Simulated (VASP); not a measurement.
# ZnSe (F-43m) in VASP: notebook

The runs below take ZnSe through vibrations by perturbation theory, with LDA.

All numbers are computed with VASP 6.6.1; they aren't measurements. Logs are shortened: lines on timing, memory, paths and dates and some standing lists are left out, and cuts for length are marked.

### Step 1. The cell of the first run

It takes space group F-43m (No. 216, cubic). The conventional cell has a = 5.419 Å, b = 5.419 Å, c = 5.419 Å, α = 90.00°, β = 90.00°, γ = 90.00°. Zn (site symmetry -43m) has 4 Se at 2.35 Å within 3.1 Å. Within 3.1 Å of Se (site symmetry -43m) lie 4 Zn at 2.35 Å.

### Step 2. Vibrations by perturbation theory, LDA

Input file INCAR:

```
  PREC = Accurate
  ENCUT = 520
  EDIFF = 1E-8
  ISMEAR = 0
  SIGMA = 0.01
  LREAL = F
  LASPH = T
  NELM = 100
  ALGO = Normal
  ISIF = 2
  LWAVE = F
  LCHARG = F
  IBRION = 8
  NSW = 1
```

Input file KPOINTS:

```
regular mesh
0
Gamma
  8 8 8
```

Input file POSCAR:

```
ZnSe
1.0
    2.7094175112      2.7094175112      0.0000000000
   -2.7094175112      2.7094175112      0.0000000000
    0.0000000000      2.7094175112      2.7094175112
Zn Se
1 1
Direct
    0.0000000000      0.0000000000      0.0000000000
    0.7500000000      0.2500000000      0.5000000000
```

Potentials or basis: VASP PAW LDA potentials, release 64 (Zn, Se).

The run is started by

```sh
> cat potpaw_LDA.64/Zn/POTCAR potpaw_LDA.64/Se/POTCAR > POTCAR
> mpirun -np 1 vasp_std > vasp.out
```

OUTCAR:

```text
PREC = Accurate
   ENCUT = 520
   EDIFF = 1E-8
   ISMEAR = 0
   LREAL = F
   LASPH = T
   NELM = 100
   ISIF = 2
   IBRION = 8
   NSW = 1

 ion  position               nearest neighbor table
   1  0.000  0.000  0.000-   2 2.35   2 2.35   2 2.35   2 2.35
   2  0.750  0.250  0.500-   1 2.35   1 2.35   1 2.35   1 2.35

  LATTYP: Found a face centered cubic cell.
 ALAT       =     5.4188350224

  Lattice vectors:

 A1 = (   0.0000000000,   2.7094175112,   2.7094175112)
 A2 = (   2.7094175112,   0.0000000000,   2.7094175112)
 A3 = (   2.7094175112,   2.7094175112,   0.0000000000)

Analysis of symmetry for initial positions (statically):
=====================================================================
 Subroutine PRICEL returns:
 Original cell was already a primitive cell.

 Routine SETGRP: Setting up the symmetry group for a
 face centered cubic supercell.

 Subroutine GETGRP returns: Found 24 space group operations
 (whereof 24 operations were pure point group operations)
 out of a pool of 48 trial point group operations.

The static configuration has the point symmetry T_d .

Analysis of symmetry for dynamics (positions and initial velocities):
=====================================================================
 Subroutine PRICEL returns:
 Original cell was already a primitive cell.

 Routine SETGRP: Setting up the symmetry group for a
 face centered cubic supercell.

 Subroutine GETGRP returns: Found 24 space group operations
 (whereof 24 operations were pure point group operations)
 out of a pool of 48 trial point group operations.

The dynamic configuration has the point symmetry T_d .

 Subroutine INISYM returns: Found 24 space group operations
 (whereof 24 operations are pure point group operations),
 and found     1 'primitive' translations

----------------------------------------------------------------------------------------

                                     Primitive cell

  volume of cell :      39.7794

  direct lattice vectors                    reciprocal lattice vectors
     2.709417511  2.709417511  0.000000000     0.184541510  0.184541510 -0.184541510
    -2.709417511  2.709417511  0.000000000    -0.184541510  0.184541510 -0.184541510
     0.000000000  2.709417511  2.709417511     0.000000000  0.000000000  0.369083021

  length of vectors
     3.831694990  3.831694990  3.831694990     0.319635272  0.319635272  0.369083021

  position of ions in fractional coordinates (direct lattice)
     0.000000000  0.000000000  0.000000000
     0.750000000  0.250000000  0.500000000

  ion indices of the primitive-cell ions
   primitive index   ion index
                 1           1
                 2           2

----------------------------------------------------------------------------------------

 KPOINTS: regular mesh

Automatic generation of k-mesh.
 Grid dimensions read from file:
 generate k-points for:    8    8    8

 Generating k-lattice:

  Cartesian coordinates                     Fractional coordinates (reciprocal lattice)
     0.023067689  0.023067689 -0.023067689     0.125000000  0.000000000  0.000000000
    -0.023067689  0.023067689 -0.023067689     0.000000000  0.125000000  0.000000000
     0.000000000  0.000000000  0.046135378     0.000000000  0.000000000  0.125000000

  Length of vectors
     0.039954409  0.039954409  0.046135378

  Shift w.r.t. Gamma in fractional coordinates (k-lattice)
     0.000000000  0.000000000  0.000000000

 Subroutine IBZKPT returns following result:
 ===========================================

 Found     29 irreducible k-points:

 Following reciprocal coordinates:
[... 82 lines left out ...]
--------------------------------------- Ionic step        1  -------------------------------------------

 number of electron      17.9999996 magnetization

 Free energy of the ion-electron system (eV)
  ---------------------------------------------------
  ext. energy  EPLUGINS =         0.00000000
  ---------------------------------------------------
  free energy    TOTEN  =        -7.29421223 eV

  energy without entropy =       -7.29421223  energy(sigma->0) =       -7.29421223

 E-fermi :   2.8690     XC(G=0): -10.3097

 val. band max:        2.7913351984   @ k =   0.0000   0.0000   0.0000
 cond. band min:       4.4356224339   @ k =   0.0000   0.0000   0.0000
 fundamental gap:      1.6442872355
 Fermi energy:         2.8690288131

 k-point     1 :       0.0000    0.0000    0.0000
  band No.  band energies     occupation
      1     -11.4596      2.00000
      2      -4.4726      2.00000
      3      -4.4726      2.00000
      4      -4.4726      2.00000
      5      -3.9817      2.00000
      6      -3.9817      2.00000
      7       2.7913      2.00000
      8       2.7913      2.00000
      9       2.7913      2.00000
     10       4.4356      0.00000
     11       8.4253      0.00000
     12       8.4253      0.00000
     13       8.4253      0.00000
[... 354 lines left out ...]
  band No.  band energies     occupation
      1     -10.2359      2.00000
      2      -4.3537      2.00000
      3      -4.2923      2.00000
      4      -4.0432      2.00000
      5      -3.9749      2.00000
      6      -3.6996      2.00000
      7      -2.9779      2.00000
      8      -0.1564      2.00000
      9       0.9376      2.00000
     10       7.2675      0.00000
     11       8.0629      0.00000
     12      10.4441      0.00000
     13      11.7506      0.00000

 [... further k-points ...]

------------------------ aborting loop because EDIFF is reached ----------------------------------------

  FORCE on cell =-STRESS in cart. coord.  units (eV):
  Direction    XX          YY          ZZ          XY          YZ          ZX
  --------------------------------------------------------------------------------------
  -------------------------------------------------------------------------------------
  Total        1.8648753      1.8648753      1.8648753      0.0000000      0.0000000     -0.0000000
  in kB       75.1108349     75.1108349     75.1108349      0.0000000      0.0000000     -0.0000000
  external PRESSURE =      75.1108349 kB  Pullay stress =       0.0000000 kB

 VOLUME and BASIS-vectors are now :
 -----------------------------------------------------------------------------
  energy-cutoff  :      520.00
  volume of cell :       39.78
      direct lattice vectors                 reciprocal lattice vectors
     2.709417511  2.709417511  0.000000000     0.184541510  0.184541510 -0.184541510
    -2.709417511  2.709417511  0.000000000    -0.184541510  0.184541510 -0.184541510
     0.000000000  2.709417511  2.709417511     0.000000000  0.000000000  0.369083021

 POSITION                                       TOTAL-FORCE (eV/Angst)
 -----------------------------------------------------------------------------------
      0.00000      0.00000      0.00000         0.000000     -0.000000     -0.000000
      1.35471      4.06413      1.35471        -0.000000      0.000000      0.000000
 -----------------------------------------------------------------------------------
    total drift:                                0.000001      0.000000     -0.000000

  FREE ENERGIE OF THE ION-ELECTRON SYSTEM (eV)
  ---------------------------------------------------
  free  energy   TOTEN  =        -7.2942122343 eV

  energy  without entropy=       -7.2942122343  energy(sigma->0) =       -7.29421223

[... ionic steps 2 to 3 ...]

--------------------------------------- Ionic step        4  -------------------------------------------

------------------------ aborting loop because EDIFF is reached ----------------------------------------

[... ionic steps 5 to 6 ...]

--------------------------------------- Ionic step        7  -------------------------------------------

 Free energy of the ion-electron system (eV)
  ---------------------------------------------------
  ---------------------------------------------------
  free energy    TOTEN  =        -0.08197345 eV

  energy without entropy =       -0.08197345

------------------------ aborting loop because EDIFF is reached ----------------------------------------

 INTERNAL STRAIN TENSOR  FOR ION    2  DIRECTION 1   (eV/Angst):
 -----------------------------------------------------------------------------
     0.04860 -0.00000  0.00000
    -0.00000 -0.04836  9.74441
     0.00000  9.74441 -0.04836

 INTERNAL STRAIN TENSOR FOR ION    2 for displacements in x,y,z  (eV/Angst):
          X           Y           Z          XY          YZ          ZX
  --------------------------------------------------------------------------------
  x     0.00000    -0.00000    -0.00000    -0.00000     9.74441     0.00000
  y    -0.00000     0.00000    -0.00000     0.00000     0.00000     9.74441
  z    -0.00000    -0.00000     0.00000     9.74441     0.00000    -0.00000

 SECOND DERIVATIVES (NOT SYMMETRIZED)
 ------------------------------------
               1X          1Y          1Z          2X          2Y          2Z
  1X    -8.289034   -0.000000    0.000000    8.289034    0.000000   -0.000000
  1Y     0.000000   -8.289034   -0.000000   -0.000000    8.289034    0.000000
  1Z     0.000000   -0.000000   -8.289034   -0.000000    0.000000    8.289034
  2X     8.313230   -0.000000    0.000000   -8.313230    0.000000   -0.000000
  2Y     0.000000    8.313230   -0.000000   -0.000000   -8.313230    0.000000
  2Z     0.000000   -0.000000    8.313230   -0.000000    0.000000   -8.313230

 Eigenvectors and eigenvalues of the dynamical matrix
 ----------------------------------------------------

   1 f  =    7.530762 THz    47.317172 2PiTHz  251.199175 cm-1    31.144714 meV
             X         Y         Z           dx          dy          dz
      0.000000  0.000000  0.000000     0.680879   -0.287550   -0.000000
      1.354709  4.064126  1.354709    -0.620519    0.262059   -0.000000
[... 21 lines left out ...]
   6 f/i=    0.005464 THz     0.034332 2PiTHz    0.182261 cm-1     0.022597 meV
             X         Y         Z           dx          dy          dz
      0.000000  0.000000  0.000000     0.021464    0.039120    0.672107
      1.354709  4.064126  1.354709     0.023551    0.042925    0.737485

--------------------------------------------------------------------------------------------------------

 ELASTIC MODULI CONTR FROM IONIC RELAXATION (kBar)
 Direction    XX          YY          ZZ          XY          YZ          ZX
 --------------------------------------------------------------------------------
 XX          -0.0000      0.0000      0.0000      0.0000     -0.0000      0.0000
 YY           0.0000     -0.0000     -0.0000      0.0000      0.0000     -0.0000
 ZZ           0.0000     -0.0000     -0.0000     -0.0000      0.0000      0.0000
 XY           0.0000      0.0000     -0.0000   -461.2413      0.0000     -0.0000
 YZ          -0.0000      0.0000      0.0000      0.0000   -461.2413     -0.0000
 ZX           0.0000     -0.0000      0.0000     -0.0000     -0.0000   -461.2413
 --------------------------------------------------------------------------------
```

Run time: 3.1 min. Hardware: 1 thread of Intel Xeon 8259CL, shared host; peak memory 0.25 GiB.

What came out:

| Quantity | Value |
| --- | --- |
| Highest phonon frequency at Γ, LO-TO splitting left out | 251 cm⁻¹ |

Phonon frequencies in cm⁻¹ (negative: imaginary):
| q point | frequencies |
| --- | --- |
| (0.000, 0.000, 0.000) | 0 0 0 251 251 251 |

Caveat: the cell stands under pressure or tension, which shifts response properties.

### Step 3. Vibrations by perturbation theory, LDA

This run uses another cell than the first one, of 20.52 Å³/atom.

Input file INCAR:

```
ALGO = Normal
EDIFF = 1E-8
ENCUT = 520
IBRION = 8
ISIF = 2
ISMEAR = 0
LASPH = True
LCHARG = False
LREAL = False
LWAVE = False
NELM = 80
NSW = 1
PREC = Accurate
SIGMA = 0.01
```

Input file KPOINTS:

```
k-points
0
Gamma
  8 8 8
```

Input file POSCAR:

```
ZnSe
1.0
    2.7379036973      2.7379036973      0.0000000000
   -2.7379036973      2.7379036973      0.0000000000
    0.0000000000      2.7379036973      2.7379036973
Zn Se
1 1
Direct
    0.0000000000      0.0000000000      0.0000000000
    0.7500000000      0.2500000000      0.5000000000
```

Potentials or basis: VASP PAW LDA potentials, release 64 (Zn, Se).

The run is started by

```sh
> cat potpaw_LDA.64/Zn/POTCAR potpaw_LDA.64/Se/POTCAR > POTCAR
> mpirun -np 1 vasp_std > vasp.out
```

OUTCAR:

```text
EDIFF = 1E-8
   ENCUT = 520
   IBRION = 8
   ISIF = 2
   ISMEAR = 0
   LASPH = True
   LREAL = False
   NELM = 80
   NSW = 1
   PREC = Accurate

 ion  position               nearest neighbor table
   1  0.000  0.000  0.000-   2 2.37   2 2.37   2 2.37   2 2.37
   2  0.750  0.250  0.500-   1 2.37   1 2.37   1 2.37   1 2.37

  LATTYP: Found a face centered cubic cell.
 ALAT       =     5.4758073946

  Lattice vectors:

 A1 = (   0.0000000000,   2.7379036973,   2.7379036973)
 A2 = (   2.7379036973,   0.0000000000,   2.7379036973)
 A3 = (   2.7379036973,   2.7379036973,   0.0000000000)

Analysis of symmetry for initial positions (statically):
=====================================================================
 Subroutine PRICEL returns:
 Original cell was already a primitive cell.

 Routine SETGRP: Setting up the symmetry group for a
 face centered cubic supercell.

 Subroutine GETGRP returns: Found 24 space group operations
 (whereof 24 operations were pure point group operations)
 out of a pool of 48 trial point group operations.

The static configuration has the point symmetry T_d .

Analysis of symmetry for dynamics (positions and initial velocities):
=====================================================================
 Subroutine PRICEL returns:
 Original cell was already a primitive cell.

 Routine SETGRP: Setting up the symmetry group for a
 face centered cubic supercell.

 Subroutine GETGRP returns: Found 24 space group operations
 (whereof 24 operations were pure point group operations)
[... 569 lines left out ...]
 -----------------------------------------------------------------------------------
    total drift:                               -0.000001      0.000000     -0.000000

  FREE ENERGIE OF THE ION-ELECTRON SYSTEM (eV)
  ---------------------------------------------------
  free  energy   TOTEN  =        -7.3412886773 eV

  energy  without entropy=       -7.3412886773  energy(sigma->0) =       -7.34128868

[... ionic steps 2 to 3 ...]

--------------------------------------- Ionic step        4  -------------------------------------------

------------------------ aborting loop because EDIFF is reached ----------------------------------------

[... ionic steps 5 to 6 ...]

--------------------------------------- Ionic step        7  -------------------------------------------

 Free energy of the ion-electron system (eV)
  ---------------------------------------------------
  ---------------------------------------------------
  free energy    TOTEN  =        -0.08214999 eV

  energy without entropy =       -0.08214999

------------------------ aborting loop because EDIFF is reached ----------------------------------------

 INTERNAL STRAIN TENSOR  FOR ION    2  DIRECTION 1   (eV/Angst):
 -----------------------------------------------------------------------------
     0.03072 -0.00000  0.00000
    -0.00000 -0.03825  8.33167
     0.00000  8.33167 -0.03825

 INTERNAL STRAIN TENSOR FOR ION    2 for displacements in x,y,z  (eV/Angst):
          X           Y           Z          XY          YZ          ZX
  --------------------------------------------------------------------------------
  x     0.00000     0.00000     0.00000     0.00000     8.33167     0.00000
  y    -0.00000     0.00000    -0.00000     0.00000     0.00000     8.33167
  z     0.00000     0.00000     0.00000     8.33167     0.00000     0.00000

 SECOND DERIVATIVES (NOT SYMMETRIZED)
 ------------------------------------
               1X          1Y          1Z          2X          2Y          2Z
  1X    -7.497893    0.000000    0.000000    7.497893    0.000000    0.000000
  1Y     0.000000   -7.497893    0.000000    0.000000    7.497893    0.000000
  1Z     0.000000    0.000000   -7.497893    0.000000    0.000000    7.497893
  2X     7.505191    0.000000    0.000000   -7.505191    0.000000    0.000000
  2Y     0.000000    7.505191    0.000000    0.000000   -7.505191    0.000000
  2Z     0.000000    0.000000    7.505191    0.000000    0.000000   -7.505191

 Eigenvectors and eigenvalues of the dynamical matrix
 ----------------------------------------------------

   1 f  =    7.159212 THz    44.982657 2PiTHz  238.805614 cm-1    29.608109 meV
             X         Y         Z           dx          dy          dz
      0.000000  0.000000  0.000000    -0.522859   -0.522859    0.000000
      1.368952  4.106856  1.368952     0.476045    0.476045    0.000000
[... 21 lines left out ...]
   6 f/i=    0.001734 THz     0.010893 2PiTHz    0.057829 cm-1     0.007170 meV
             X         Y         Z           dx          dy          dz
      0.000000  0.000000  0.000000    -0.005539   -0.225198    0.634423
      1.368952  4.106856  1.368952    -0.006084   -0.247343    0.696812

--------------------------------------------------------------------------------------------------------

 ELASTIC MODULI CONTR FROM IONIC RELAXATION (kBar)
 Direction    XX          YY          ZZ          XY          YZ          ZX
 --------------------------------------------------------------------------------
 XX          -0.0000     -0.0000     -0.0000     -0.0000     -0.0000      0.0000
 YY          -0.0000     -0.0000     -0.0000     -0.0000     -0.0000     -0.0000
 ZZ          -0.0000     -0.0000     -0.0000     -0.0000     -0.0000      0.0000
 XY          -0.0000     -0.0000     -0.0000   -361.7216     -0.0000     -0.0000
 YZ          -0.0000     -0.0000     -0.0000     -0.0000   -361.7216     -0.0000
 ZX           0.0000     -0.0000      0.0000     -0.0000     -0.0000   -361.7216
 --------------------------------------------------------------------------------
```

OSZICAR:

```text
N       E                     dE             d eps       ncg     rms          rms(c)
DAV:   1     0.874544162447E+02    0.87454E+02   -0.92290E+03   754   0.165E+03
DAV:   2    -0.166266077861E+01   -0.89117E+02   -0.85246E+02   784   0.288E+02
DAV:   3    -0.760281042202E+01   -0.59401E+01   -0.59104E+01   954   0.734E+01
[... 38 lines left out ...]
RMM:   6    -0.821537200652E-01    0.11621E-04   -0.26115E-07  4183   0.319E-03    0.194E-03
RMM:   7    -0.821475830693E-01    0.61370E-05    0.79184E-08  4329   0.118E-03    0.354E-04
RMM:   8    -0.821499720889E-01   -0.23890E-05    0.38936E-08  4408   0.444E-04    0.476E-05
RMM:   9    -0.821501379606E-01   -0.16587E-06    0.60468E-09  4471   0.139E-04    0.180E-05
RMM:  10    -0.821499983654E-01    0.13960E-06    0.17437E-08  4028   0.420E-05    0.385E-06
RMM:  11    -0.821499919064E-01    0.64590E-08    0.29462E-10  3908   0.141E-05    0.239E-06
 Linear response finished
```

It took 5 min on 1 thread of Intel Xeon 8259CL, shared host; peak memory 0.27 GiB.

Results:

| Property | Result |
| --- | --- |
| Highest phonon frequency at Γ, LO-TO splitting left out | 239 cm⁻¹ |

Phonon frequencies in cm⁻¹ (negative: imaginary):
| q point | frequencies |
| --- | --- |
| (0.000, 0.000, 0.000) | 0 0 0 239 239 239 |

Caveat: the cell stands under pressure or tension, which shifts response properties.

[end of part 1 of 2]
